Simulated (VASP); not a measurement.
# KMo (Pm-3m) in VASP: notebook, part 2 of 2

VASP 6.6.1.

### 4 Relaxation of cell and atoms, PBE

Contents of INCAR:

```
SYSTEM = KMo
  PREC = Accurate
  ENCUT = 600
  EDIFF = 1E-6
  ISMEAR = 0
  SIGMA = 0.1
  LREAL = .False.
  LASPH = .True.
  NELM = 100
  ALGO = Fast
  ISIF = 3
  LWAVE = .False.
  LCHARG = .False.
  GGA = PE
  IBRION = 2
  NSW = 100
  EDIFFG = -0.01
```

Contents of KPOINTS:

```
regular mesh
0
Gamma
  14 14 14
  0 0 0
```

Contents of POSCAR:

```
KMo
1.0
    3.7503554983      0.0000000000      0.0000000000
    0.0000000000      3.7503554983      0.0000000000
    0.0000000000      0.0000000000      3.7503554983
K Mo
1 1
Direct
    0.0000000000      0.0000000000      0.0000000000
    0.5000000000      0.5000000000      0.5000000000
```

Potentials or basis: VASP PAW PBE potentials, release 64 (K_sv, Mo_sv).

The run is started by

```sh
$ cat potpaw_PBE.64/K_sv/POTCAR potpaw_PBE.64/Mo_sv/POTCAR > POTCAR
$ mpirun -np 1 vasp_std > vasp.out
```

OUTCAR:

```text
SYSTEM = KMo
   PREC = Accurate
   ENCUT = 600
   EDIFF = 1E-6
   ISMEAR = 0
   LREAL = .False.
   LASPH = .True.
   NELM = 100
   ISIF = 3
   GGA = PE
   IBRION = 2
   NSW = 100
   EDIFFG = -0.01

 ion  position               nearest neighbor table
   1  0.000  0.000  0.000-   2 3.25   2 3.25   2 3.25   2 3.25   2 3.25   2 3.25   2 3.25   2 3.25

   2  0.500  0.500  0.500-   1 3.25   1 3.25   1 3.25   1 3.25   1 3.25   1 3.25   1 3.25   1 3.25

  LATTYP: Found a simple cubic cell.
 ALAT       =     3.7503554983

  Lattice vectors:

 A1 = (   3.7503554983,   0.0000000000,   0.0000000000)
 A2 = (   0.0000000000,   3.7503554983,   0.0000000000)
 A3 = (   0.0000000000,   0.0000000000,   3.7503554983)

Analysis of symmetry for initial positions (statically):
=====================================================================
 Subroutine PRICEL returns:
 Original cell was already a primitive cell.

 Routine SETGRP: Setting up the symmetry group for a
 simple cubic supercell.

 Subroutine GETGRP returns: Found 48 space group operations
 (whereof 48 operations were pure point group operations)
 out of a pool of 48 trial point group operations.

The static configuration has the point symmetry O_h .

Analysis of symmetry for dynamics (positions and initial velocities):
=====================================================================
 Subroutine PRICEL returns:
 Original cell was already a primitive cell.

 Routine SETGRP: Setting up the symmetry group for a
 simple cubic supercell.

 Subroutine GETGRP returns: Found 48 space group operations
 (whereof 48 operations were pure point group operations)
 out of a pool of 48 trial point group operations.

The dynamic configuration has the point symmetry O_h .

 Subroutine INISYM returns: Found 48 space group operations
 (whereof 48 operations are pure point group operations),
 and found     1 'primitive' translations

----------------------------------------------------------------------------------------

                                     Primitive cell

  volume of cell :      52.7494

  direct lattice vectors                    reciprocal lattice vectors
     3.750355498  0.000000000  0.000000000     0.266641389  0.000000000  0.000000000
     0.000000000  3.750355498  0.000000000     0.000000000  0.266641389  0.000000000
     0.000000000  0.000000000  3.750355498     0.000000000  0.000000000  0.266641389

  length of vectors
     3.750355498  3.750355498  3.750355498     0.266641389  0.266641389  0.266641389

  position of ions in fractional coordinates (direct lattice)
     0.000000000  0.000000000  0.000000000
     0.500000000  0.500000000  0.500000000

  ion indices of the primitive-cell ions
   primitive index   ion index
                 1           1
                 2           2

----------------------------------------------------------------------------------------

 KPOINTS: regular mesh

Automatic generation of k-mesh.
 Grid dimensions read from file:
 generate k-points for:   14   14   14

 Generating k-lattice:

[... 54 lines left out ...]
   ICHARG =      2    charge: 1-file 2-atom 10-const
   ISPIN  =      1    spin polarized calculation?
   LNONCOLLINEAR =      F non collinear calculations
   LSORBIT =      F    spin-orbit coupling
   LASPH  =      T    aspherical Exc in radial PAW
   ENCUT  =  600.0 eV  44.10 Ry    6.64 a.u.   7.49  7.49  7.49*2*pi/ulx,y,z
   NELM   =    100;   NELMIN=  2; NELMDL= -5     # of ELM steps
   EDIFF  = 0.1E-05   stopping-criterion for ELM
   LREAL  =      F    real-space projection
   EDIFFG = -.1E-01   stopping-criterion for IOM
   NSW    =    100    number of steps for IOM
   IBRION =      2    ionic relax: 0-MD 1-quasi-New 2-CG
   NFREE  =      1    steps in history (QN), initial steepest desc. (CG)
   ISIF   =      3    stress and relaxation
   ISYM   =      2    0-nonsym 1-usesym 2-fastsym
   POTIM  = 0.5000    time-step for ionic-motion
   TEBEG  =    0.0;   TEEND  =   0.0 temperature during run
   PSTRESS=    0.0 pullay stress
   NELECT =      23.0000    total number of electrons
   NUPDOWN=      -1.0000    fix difference up-down
   EMIN   =  10.00;   EMAX   =-10.00  energy-range for DOS
   EFERMI =   0.00;   METHOD = LEGACY
   ISMEAR =     0;   SIGMA  =   0.10  broadening in eV -4-tet -1-fermi 0-gaus
   EFERMI_NEDOS =   21; number of points for ismear=-14 and -15
   IALGO  =     68    algorithm
   IMIX   =      4    mixing-type and parameters
     AMIX     =   0.40;   BMIX     =  1.00
     AMIX_MAG =   1.60;   BMIX_MAG =  1.00
  volume/ion in A,a.u.               =      26.37       177.99
  Fermi-wavevector in a.u.,A,eV,Ry     =   1.241400  2.345905 20.967578  1.541073
  Thomas-Fermi vector in A             =   2.375799
   LORBIT       =      0    0 simple, 1 ext, 2 COOP (PROOUT), +10 PAW based schemes
   GGA     = PE    functional components
   LHFCALC =     F    Hartree Fock is set to
   AEXX    =    0.0000 exact exchange contribution
   IVDW    =     0    specifies the selected vdW correction
   LEPSILON=     F    determine dielectric tensor
   LRPA    =     F    only Hartree local field effects (RPA)
 conjugate gradient relaxation of ions
 non-spin polarized calculation
 RMM-DIIS sequential band-by-band and
 Gauss-broadening in eV      SIGMA  =   0.10
  energy-cutoff  :      600.00
  volume of cell :       52.75
 maximum number of plane-waves:      1791
 NGX is ok and might be reduce to    30
   NGX = 15   NGY = 15   NGZ = 15

--------------------------------------- Ionic step        1  -------------------------------------------

 number of electron      23.0000002 magnetization

 Free energy of the ion-electron system (eV)
  ---------------------------------------------------
  ext. energy  EPLUGINS =         0.00000000
  ---------------------------------------------------
  free energy    TOTEN  =        -6.25608237 eV

  energy without entropy =       -6.22357080  energy(sigma->0) =       -6.23982659

------------------------ aborting loop because EDIFF is reached ----------------------------------------

  FORCE on cell =-STRESS in cart. coord.  units (eV):
  Direction    XX          YY          ZZ          XY          YZ          ZX
  --------------------------------------------------------------------------------------
  -------------------------------------------------------------------------------------
  Total       -0.1661851     -0.1661851     -0.1661851      0.0000000     -0.0000000      0.0000000
  in kB       -5.0476051     -5.0476051     -5.0476051      0.0000000     -0.0000000      0.0000000
  external PRESSURE =      -5.0476051 kB  Pullay stress =       0.0000000 kB
[... 59 lines left out ...]
--------------------------------------- Ionic step        3  -------------------------------------------

 number of electron      23.0000000 magnetization

 Free energy of the ion-electron system (eV)
  ---------------------------------------------------
  ext. energy  EPLUGINS =         0.00000000
  ---------------------------------------------------
  free energy    TOTEN  =        -6.25756915 eV

  energy without entropy =       -6.22591934  energy(sigma->0) =       -6.24174425

 E-fermi :   3.8434     XC(G=0):  -9.7860

 val. band max:        3.8423296995   @ k =   0.5000   0.2857   0.0000
 cond. band min:       3.8439722675   @ k =   0.2857   0.2143   0.2143
 fundamental gap:      0.0016425680
 Fermi energy:         3.8433746828

 k-point     1 :       0.0000    0.0000    0.0000
  band No.  band energies     occupation
      1     -56.7972      2.00000
      2     -30.8654      2.00000
      3     -30.8654      2.00000
      4     -30.8654      2.00000
      5     -25.8434      2.00000
      6      -9.2861      2.00000
      7      -9.2861      2.00000
      8      -9.2861      2.00000
      9       0.2822      2.00000
     10       2.3698      2.00000
     11       2.3698      2.00000
     12       4.4156      0.00000
     13       4.4156      0.00000
     14       4.4156      0.00000
[... 401 lines left out ...]
      2     -30.8972      2.00000
      3     -30.8780      2.00000
      4     -30.8615      2.00000
      5     -25.8024      2.00000
      6      -9.6224      2.00000
      7      -9.4190      2.00000
      8      -9.2537      2.00000
      9       2.1544      2.00000
     10       2.9519      2.00000
     11       3.4484      2.00000
     12       3.9678      0.07855
     13       4.2156      0.00000
     14       4.2390      0.00000
     15       7.2231      0.00000

 [... further k-points ...]

------------------------ aborting loop because EDIFF is reached ----------------------------------------

  FORCE on cell =-STRESS in cart. coord.  units (eV):
  Direction    XX          YY          ZZ          XY          YZ          ZX
  --------------------------------------------------------------------------------------
  -------------------------------------------------------------------------------------
  Total       -0.0095606     -0.0095606     -0.0095606     -0.0000000     -0.0000000      0.0000000
  in kB       -0.2954308     -0.2954308     -0.2954308     -0.0000000     -0.0000000      0.0000000
  external PRESSURE =      -0.2954308 kB  Pullay stress =       0.0000000 kB
[... 17 lines left out ...]
  FREE ENERGIE OF THE ION-ELECTRON SYSTEM (eV)
  ---------------------------------------------------
  free  energy   TOTEN  =        -6.2575691463 eV

  energy  without entropy=       -6.2259193449  energy(sigma->0) =       -6.24174425

 reached required accuracy - stopping structural energy minimisation
```

CONTCAR:

```text
KMo
   1.00000000000000
     3.7288915764542150    0.0000000000000000    0.0000000000000000
     0.0000000000000000    3.7288915764542150    0.0000000000000000
     0.0000000000000000   -0.0000000000000000    3.7288915764542150
  K               Mo
     1     1
Direct
     0.0000000000000000    0.0000000000000000    0.0000000000000000
     0.5000000000000000    0.5000000000000000    0.5000000000000000

  0.00000000E+00  0.00000000E+00  0.00000000E+00
  0.00000000E+00  0.00000000E+00  0.00000000E+00
```

Run time: 1.8 min. Hardware: 1 thread of Intel Xeon 6975P-C (Granite Rapids), shared host; peak memory 0.27 GiB.

What came out:

* Free energy: -6.2576 eV
* Relaxed volume: 25.92 Å³/atom
* Relaxed cell: a = 3.729 Å, b = 3.729 Å, c = 3.729 Å, α = 90.00°, β = 90.00°, γ = 90.00°
* Space group after relaxing (to 0.1 Å): Pm-3m (No. 221)
* Energy gained by relaxing: 0.7 meV/atom
* Ionic steps: 3
* Pressure after relaxing: 0.0 GPa
* Band gap on the k mesh: zero (an odd number of electrons rules out a gap without spin polarisation)

The path:
```tsv
step	energy change (eV)	largest force (eV/Å)	pressure (GPa)	volume (Å³)
1	0.0000	0.0000	-0.50	52.75
2	-0.0013	0.0000	-0.16	52.12
3	-0.0015	0.0000	-0.03	51.85
```

Final structure:
```xyz
2
Lattice="3.7289 0.0000 0.0000 0.0000 3.7289 0.0000 0.0000 0.0000 3.7289" Properties=species:S:1:pos:R:3 pbc="T T T"
K     0.0000    0.0000    0.0000
Mo    1.8644    1.8644    1.8644
```

### 5 Summary

| task | cell | k mesh | cutoff (eV) | gap on the mesh (eV) | pressure (GPa) |
| --- | --- | --- | --- | --- | --- |
| single point | a = 3.750 Å, 2 atoms | 6 × 6 × 6 | 520 | none | -0.5 |
| single point | a = 3.722 Å, 2 atoms | 14 × 14 × 14 | 520 | none | 0.1 |
| relaxation of cell and atoms | relaxed from a = 3.750 Å, 2 atoms | 14 × 14 × 14 | 600 | none | 0.0 |

Alike in all rows: level PBE; potentials or basis VASP PAW PBE potentials, release 64 (K_sv, Mo_sv); no spin polarisation; smearing gaussian 0.1 eV.

Absolute energies hang on the potentials; compare differences alone.
